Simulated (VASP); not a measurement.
Input of a VASP 6.6.1 run:

Contents of POSCAR:

```
KBr
1.0
    0.0000000000      3.3861249147      3.2821673974
    3.3861249147      0.0000000000      3.2821673974
    3.3861249147      3.3861249147      0.0000000000
K Br
1 1
Direct
    0.0000000000      0.0000000000      0.0000000000
    0.5000000000      0.5000000000      0.5000000000
```

The input INCAR.step1:

```
SYSTEM = KBr
PREC = Accurate
ENCUT = 520
EDIFF = 1E-5
ISMEAR = 0
SIGMA = 0.01
LREAL = .FALSE.
LASPH = .TRUE.
NELM = 80
ALGO = Normal
ISIF = 2
LWAVE = .TRUE.
LCHARG = .FALSE.
NBANDS = 15
GGA = PE
```

INCAR.step2

```
SYSTEM = KBr
PREC = Accurate
ENCUT = 520
EDIFF = 1E-6
ISMEAR = 0
SIGMA = 0.01
LREAL = .FALSE.
LASPH = .TRUE.
NELM = 80
ALGO = Normal
ISIF = 2
LWAVE = .FALSE.
LCHARG = .FALSE.
GGA = PE
LHFCALC = .TRUE.
HFSCREEN = 0.2079
PRECFOCK = Normal
NBANDS = 15
ISTART = 1
```

KPOINTS

```
Automatic mesh
0
G
  4 4 4
  0 0 0
```

Potentials or basis: VASP PAW PBE potentials, release 64 (K_sv, Br).

Launch:

```sh
$ cat potpaw_PBE.64/K_sv/POTCAR potpaw_PBE.64/Br/POTCAR > POTCAR
$ cp INCAR.step1 INCAR
$ mpirun -np 1 vasp_std > vasp.out
$ cp INCAR.step2 INCAR
$ mpirun -np 1 vasp_std > vasp.out
```

Problem. Estimate the pressure.

Solution. -0.2 GPa.

Problem. Estimate the band gap on the k mesh.

Solution. 5.46 eV.

Stress tensor (GPa, compression positive):
```
-0.44  0.00  0.00
 0.00 -0.44  0.00
 0.00  0.00  0.40
```

Caveat: the cell differs from its parent crystal (epitaxial xy strain +2.5%); the PAW data sets were made with another functional, which shifts forces and pressure a little.
